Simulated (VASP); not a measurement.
# BN (zincblende type) (F-43m) in VASP: notebook

The runs below take BN (zincblende type) through single point, with PBE.

Program: VASP 6.6.1. These are calculated values, not measurements. Logs are shortened: lines on timing, memory, paths and dates and some standing lists are left out, and cuts for length are marked.

## 1. The cell of the first run

Symmetry: F-43m, No. 216, cubic system. Conventional cell: a = 3.625 Å, b = 3.625 Å, c = 3.625 Å, α = 90.00°, β = 90.00°, γ = 90.00°. B (site symmetry -43m) has 4 N at 1.57 Å within 2.1 Å. Within 2.1 Å of N (site symmetry -43m) lie 4 B at 1.57 Å.

## 2. Single point, PBE

The input, INCAR:

```
SYSTEM = BN
PREC     = Accurate       ! precision mode
ENCUT    = 520            ! plane-wave cutoff, eV
EDIFF    = 1E-6           ! SCF threshold, eV
ISMEAR   = -1             ! smearing method
SIGMA    = 0.02           ! smearing width, eV
LREAL    = .FALSE.        ! projectors in reciprocal space
LASPH    = .TRUE.         ! aspherical terms in the spheres
NELM     = 100            ! most SCF steps
ALGO     = Normal         ! electronic algorithm
ISIF     = 2              ! what is computed and relaxed
LWAVE    = .FALSE.        ! write WAVECAR
LCHARG   = .FALSE.        ! write CHGCAR
GGA      = PE             ! functional
NBANDS   = 16             ! bands
```

The input, KPOINTS:

```
Automatic mesh
0
G
  12 8 12
  0 0 0
```

The input, POSCAR:

```
BN
1.0
   -1.8123558146      1.8123558146      0.0000000000
    0.0000000000      0.0000000000      3.6247116293
    1.8123558146      1.8123558146      0.0000000000
B N
2 2
Direct
    0.0000000000      0.0000000000      0.0000000000
    0.5000000000      0.5000000000      0.5000000000
    0.0000000000      0.2500000000      0.5000000000
    0.5000000000      0.7500000000      0.0000000000
```

Potentials or basis: VASP PAW PBE potentials, release 64 (B, N).

Started as:

```console
$ cat potpaw_PBE.64/B/POTCAR potpaw_PBE.64/N/POTCAR > POTCAR
$ mpirun -np 1 vasp_std > vasp.out
```

OUTCAR:

```text
SYSTEM = BN
   PREC = Accurate
   ENCUT = 520
   EDIFF = 1E-6
   ISMEAR = -1
   LREAL = .FALSE.
   LASPH = .TRUE.
   NELM = 100
   ISIF = 2
   GGA = PE

 ion  position               nearest neighbor table
   1  0.000  0.000  0.000-   3 1.57   4 1.57   3 1.57   4 1.57
   2  0.500  0.500  0.500-   3 1.57   4 1.57   4 1.57   3 1.57
   3  0.000  0.250  0.500-   1 1.57   2 1.57   1 1.57   2 1.57
   4  0.500  0.750  0.000-   1 1.57   2 1.57   2 1.57   1 1.57

  LATTYP: Found a simple tetragonal cell.
 ALAT       =     2.5630581729
 C/A-ratio  =     1.4142135624

  Lattice vectors:

 A1 = (   1.8123558146,  -1.8123558146,   0.0000000000)
 A2 = (   1.8123558146,   1.8123558146,   0.0000000000)
 A3 = (   0.0000000000,   0.0000000000,   3.6247116293)

Analysis of symmetry for initial positions (statically):
=====================================================================
 Subroutine PRICEL returns following result:

  LATTYP: Found a face centered cubic cell.
 ALAT       =     3.6247116293

  Lattice vectors:

 A1 = (   1.8123558146,   0.0000000000,   1.8123558147)
 A2 = (   1.8123558146,   1.8123558146,   0.0000000000)
 A3 = (   0.0000000000,   1.8123558146,   1.8123558147)

   2 primitive cells build up your supercell.

 Routine SETGRP: Setting up the symmetry group for a
 simple tetragonal supercell.

 Subroutine GETGRP returns: Found  8 space group operations
 (whereof  8 operations were pure point group operations)
 out of a pool of 16 trial point group operations.

The static configuration has the point symmetry D_2d.

Analysis of symmetry for dynamics (positions and initial velocities):
=====================================================================
 Subroutine PRICEL returns following result:

  LATTYP: Found a face centered cubic cell.
 ALAT       =     3.6247116293

  Lattice vectors:

 A1 = (   1.8123558146,   0.0000000000,   1.8123558147)
 A2 = (   1.8123558146,   1.8123558146,   0.0000000000)
 A3 = (   0.0000000000,   1.8123558146,   1.8123558147)

   2 primitive cells build up your supercell.

 Routine SETGRP: Setting up the symmetry group for a
 simple tetragonal supercell.

 Subroutine GETGRP returns: Found  8 space group operations
 (whereof  8 operations were pure point group operations)
 out of a pool of 16 trial point group operations.

The dynamic configuration has the point symmetry D_2d.

 Subroutine INISYM returns: Found  8 space group operations
 (whereof  8 operations are pure point group operations),
 and found     2 'primitive' translations

----------------------------------------------------------------------------------------

                                     Primitive cell

  volume of cell :      11.9058

  direct lattice vectors                    reciprocal lattice vectors
     1.812355815  0.000000000  1.812355815     0.275884016 -0.275884016  0.275884016
     1.812355815  1.812355815  0.000000000     0.275884016  0.275884016 -0.275884016
     0.000000000  1.812355815  1.812355815    -0.275884016  0.275884016  0.275884016

  length of vectors
     2.563058173  2.563058173  2.563058173     0.477845132  0.477845132  0.477845132

  position of ions in fractional coordinates (direct lattice)
     0.000000000  0.000000000  0.000000000
     0.250000000  0.250000000  0.250000000

  ion indices of the primitive-cell ions
   primitive index   ion index
                 1           1
                 2           3

----------------------------------------------------------------------------------------

 KPOINTS: Automatic mesh

Automatic generation of k-mesh.
 Grid dimensions read from file:
 generate k-points for:   12    8   12

 Generating k-lattice:

  Cartesian coordinates                     Fractional coordinates (reciprocal lattice)
    -0.022990335  0.022990335  0.000000000     0.083333333  0.000000000  0.000000000
     0.000000000  0.000000000  0.034485502     0.000000000  0.125000000  0.000000000
     0.022990335  0.022990335  0.000000000     0.000000000  0.000000000  0.083333333

  Length of vectors
     0.032513243  0.034485502  0.032513243

  Shift w.r.t. Gamma in fractional coordinates (k-lattice)
     0.000000000  0.000000000  0.000000000

 Subroutine IBZKPT returns following result:
 ===========================================

 Found    140 irreducible k-points:

 Following reciprocal coordinates:
            Coordinates               Weight
  0.000000  0.000000  0.000000      1.000000
  0.083333  0.000000  0.000000      4.000000
  0.166667  0.000000  0.000000      4.000000
  0.250000  0.000000  0.000000      4.000000
  0.333333  0.000000  0.000000      4.000000
  0.416667  0.000000  0.000000      4.000000
[... 16 lines left out ...]
  0.083333  0.375000  0.000000      8.000000
  0.166667  0.375000  0.000000      8.000000
 [... further k-points ...]
   k-points           NKPTS =    140   k-points in BZ     NKDIM =    140   number of bands    NBANDS=     16
   number of dos      NEDOS =    301   number of ions     NIONS =      4
   total plane-waves  NPLWV =  11200
   dimension x,y,z NGX =    20 NGY =   28 NGZ =   20
   dimension x,y,z NGXF=    40 NGYF=   56 NGZF=   40
   ions per type =               2   2
   NGX,Y,Z   is equivalent  to a cutoff of  12.97, 12.84, 12.97 a.u.
   NGXF,Y,Z  is equivalent  to a cutoff of  25.94, 25.68, 25.94 a.u.
 SYSTEM =  BN
   PREC   = accura    normal or accurate (medium, high low for compatibility)
   ISTART =      0    job   : 0-new  1-cont  2-samecut
   ICHARG =      2    charge: 1-file 2-atom 10-const
   ISPIN  =      1    spin polarized calculation?
   LNONCOLLINEAR =      F non collinear calculations
   LSORBIT =      F    spin-orbit coupling
   LASPH  =      T    aspherical Exc in radial PAW
   ENCUT  =  520.0 eV  38.22 Ry    6.18 a.u.   4.77  6.74  4.77*2*pi/ulx,y,z
   NELM   =    100;   NELMIN=  2; NELMDL= -5     # of ELM steps
   EDIFF  = 0.1E-05   stopping-criterion for ELM
   LREAL  =      F    real-space projection
   EDIFFG = 0.1E-04   stopping-criterion for IOM
   NSW    =      0    number of steps for IOM
   IBRION =     -1    ionic relax: 0-MD 1-quasi-New 2-CG
   NFREE  =      0    steps in history (QN), initial steepest desc. (CG)
   ISIF   =      2    stress and relaxation
   ISYM   =      2    0-nonsym 1-usesym 2-fastsym
   POTIM  = 0.5000    time-step for ionic-motion
   TEBEG  =    0.0;   TEEND  =   0.0 temperature during run
   PSTRESS=    0.0 pullay stress
   NELECT =      16.0000    total number of electrons
   NUPDOWN=      -1.0000    fix difference up-down
   EMIN   =  10.00;   EMAX   =-10.00  energy-range for DOS
   EFERMI =   0.00;   METHOD = LEGACY
   ISMEAR =    -1;   SIGMA  =   0.02  broadening in eV -4-tet -1-fermi 0-gaus
   EFERMI_NEDOS =   21; number of points for ismear=-14 and -15
   IALGO  =     38    algorithm
   IMIX   =      4    mixing-type and parameters
     AMIX     =   0.40;   BMIX     =  1.00
     AMIX_MAG =   1.60;   BMIX_MAG =  1.00
  volume/ion in A,a.u.               =       5.95        40.17
  Fermi-wavevector in a.u.,A,eV,Ry     =   1.433897  2.709673 27.974412  2.056061
  Thomas-Fermi vector in A             =   2.553365
   LORBIT       =      0    0 simple, 1 ext, 2 COOP (PROOUT), +10 PAW based schemes
   GGA     = PE    functional components
   LHFCALC =     F    Hartree Fock is set to
   AEXX    =    0.0000 exact exchange contribution
   IVDW    =     0    specifies the selected vdW correction
   LEPSILON=     F    determine dielectric tensor
   LRPA    =     F    only Hartree local field effects (RPA)
 non-spin polarized calculation
  energy-cutoff  :      520.00
  volume of cell :       23.81
 maximum number of plane-waves:       664
 NGX is ok and might be reduce to    20
   NGX =  9   NGY = 13   NGZ =  9

 number of electron      16.0000000 magnetization

 Free energy of the ion-electron system (eV)
  ---------------------------------------------------
  ext. energy  EPLUGINS =         0.00000000
  ---------------------------------------------------
  free energy    TOTEN  =       -34.90201248 eV

  energy without entropy =      -34.90201248  energy(sigma->0) =      -34.90201248

 E-fermi :   7.6704     XC(G=0): -12.7823

 val. band max:        7.3040671829   @ k =   0.0000   0.0000   0.0000
 cond. band min:      11.7548934080   @ k =   0.5000   0.0000   0.5000
 fundamental gap:      4.4508262251
 Fermi energy:         7.6704050537

 k-point     1 :       0.0000    0.0000    0.0000
  band No.  band energies     occupation
      1     -12.8353      2.00000
      2      -7.3008      2.00000
      3      -1.5590      2.00000
      4       2.4397      2.00000
      5       2.4397      2.00000
      6       7.3041      2.00000
[... 8 lines left out ...]
     15      25.0987      0.00000
     16      25.0987      0.00000

 k-point     2 :       0.0833    0.0000    0.0000
  band No.  band energies     occupation
      1     -12.7233      2.00000
      2      -7.2651      2.00000
      3      -1.4650      2.00000
      4       1.9234      2.00000
      5       2.5346      2.00000
      6       6.7669      2.00000
[... 8 lines left out ...]
     15      24.8313      0.00000
     16      24.9272      0.00000

 k-point     3 :       0.1667    0.0000    0.0000
  band No.  band energies     occupation
      1     -12.3896      2.00000
      2      -7.1958      2.00000
      3      -1.1868      2.00000
      4       0.7785      2.00000
      5       2.8137      2.00000
      6       5.4735      2.00000
[... 8 lines left out ...]
     15      24.0900      0.00000
     16      24.4729      0.00000

 k-point     4 :       0.2500    0.0000    0.0000
  band No.  band energies     occupation
      1     -11.8430      2.00000
      2      -7.2189      2.00000
      3      -0.7787      2.00000
      4      -0.2945      2.00000
      5       3.2603      2.00000
      6       3.8999      2.00000
[... 8 lines left out ...]
     15      23.0243      0.00000
     16      23.8631      0.00000

 k-point     5 :       0.3333    0.0000    0.0000
  band No.  band energies     occupation
      1     -11.1015      2.00000
      2      -7.5367      2.00000
      3      -1.0411      2.00000
      4      -0.0177      2.00000
      5       2.3272      2.00000
      6       3.8443      2.00000
[... 8 lines left out ...]
     15      21.8015      0.00000
     16      23.2366      0.00000

 k-point     6 :       0.4167    0.0000    0.0000
  band No.  band energies     occupation
      1     -10.1995      2.00000
      2      -8.2480      2.00000
      3      -0.9405      2.00000
      4       0.7854      2.00000
      5       0.9110      2.00000
      6       2.8386      2.00000
[... 8 lines left out ...]
     15      21.2183      0.00000
     16      22.4824      0.00000
[... 267 lines left out ...]
 k-point    21 :       0.5000    0.2500    0.0000
  band No.  band energies     occupation
      1      -8.9562      2.00000
      2      -8.9562      2.00000
      3      -2.1593      2.00000
      4      -2.1593      2.00000
      5       3.9455      2.00000
      6       3.9455      2.00000
[... 8 lines left out ...]
     15      22.5181      0.00000
     16      22.5181      0.00000

 k-point    22 :       0.0000    0.3750    0.0000
  band No.  band energies     occupation
      1     -11.7192      2.00000
      2      -9.8716      2.00000
      3       1.7872      2.00000
      4       3.5276      2.00000
      5       3.5276      2.00000
      6       4.7905      2.00000
[... 8 lines left out ...]
     15      22.2532      0.00000
     16      22.2532      0.00000

 k-point    23 :       0.0833    0.3750    0.0000
  band No.  band energies     occupation
      1     -11.6126      2.00000
      2      -9.7800      2.00000
      3       1.4186      2.00000
      4       3.4534      2.00000
      5       3.6054      2.00000
      6       3.8311      2.00000
[... 8 lines left out ...]
     15      21.9080      0.00000
     16      22.0275      0.00000

 k-point    24 :       0.1667    0.3750    0.0000
  band No.  band energies     occupation
      1     -11.2974      2.00000
      2      -9.5171      2.00000
      3       0.3545      2.00000
      4       2.3223      2.00000
      5       3.4809      2.00000
      6       3.8300      2.00000
[... 8 lines left out ...]
     15      21.1163      0.00000
     16      21.4001      0.00000

 [... further k-points ...]

------------------------ aborting loop because EDIFF is reached ----------------------------------------

  FORCE on cell =-STRESS in cart. coord.  units (eV):
  Direction    XX          YY          ZZ          XY          YZ          ZX
  --------------------------------------------------------------------------------------
  -------------------------------------------------------------------------------------
  Total        0.0361346      0.0361346      0.0362464      0.0000000      0.0000000      0.0000000
  in kB        2.4313268      2.4313268      2.4388479      0.0000000      0.0000000      0.0000000
  external PRESSURE =       2.4338338 kB  Pullay stress =       0.0000000 kB

 VOLUME and BASIS-vectors are now :
 -----------------------------------------------------------------------------
  energy-cutoff  :      520.00
  volume of cell :       23.81
      direct lattice vectors                 reciprocal lattice vectors
    -1.812355815  1.812355815  0.000000000    -0.275884016  0.275884016  0.000000000
     0.000000000  0.000000000  3.624711629     0.000000000  0.000000000  0.275884016
     1.812355815  1.812355815  0.000000000     0.275884016  0.275884016  0.000000000

 POSITION                                       TOTAL-FORCE (eV/Angst)
 -----------------------------------------------------------------------------------
      0.00000      0.00000      0.00000        -0.000000      0.000000      0.000000
      0.00000      1.81236      1.81236         0.000000      0.000000      0.000000
      0.90618      0.90618      0.90618        -0.000000      0.000000     -0.000000
     -0.90618      0.90618      2.71853         0.000000     -0.000000     -0.000000
 -----------------------------------------------------------------------------------
    total drift:                               -0.000000     -0.000000     -0.000000

  FREE ENERGIE OF THE ION-ELECTRON SYSTEM (eV)
  ---------------------------------------------------
  free  energy   TOTEN  =       -34.9020124792 eV

  energy  without entropy=      -34.9020124792  energy(sigma->0) =      -34.90201248
```

It took 18 s on 1 thread of Intel Xeon 6975P-C (Granite Rapids), shared host; peak memory 0.15 GiB.

What came out:

* Free energy: -34.9020 eV
* Pressure: 0.2 GPa
* Band gap on the k mesh: 4.45 eV

Levels at points of the mesh, in eV from the valence-band top:
```tsv
k point	band 6	band 7	band 8	band 9	band 10	band 11
(0.00, 0.00, 0.00)	0.00	0.00	0.00	4.45	8.78	8.78
(0.50, 0.00, 0.00)	-5.55	-2.08	-2.08	9.68	9.68	12.10
(0.00, 0.50, 0.00)	-2.99	-2.99	-2.99	6.76	6.76	11.47
(0.50, 0.50, 0.00)	-1.93	-1.93	-1.93	10.04	10.04	10.66
(0.50, 0.00, 0.50)	-4.86	-4.86	-4.86	4.45	4.45	9.19
(0.50, 0.50, 0.50)	-6.90	-6.45	-6.45	9.56	9.56	13.21
```

(Continued in part 2 of 2.)
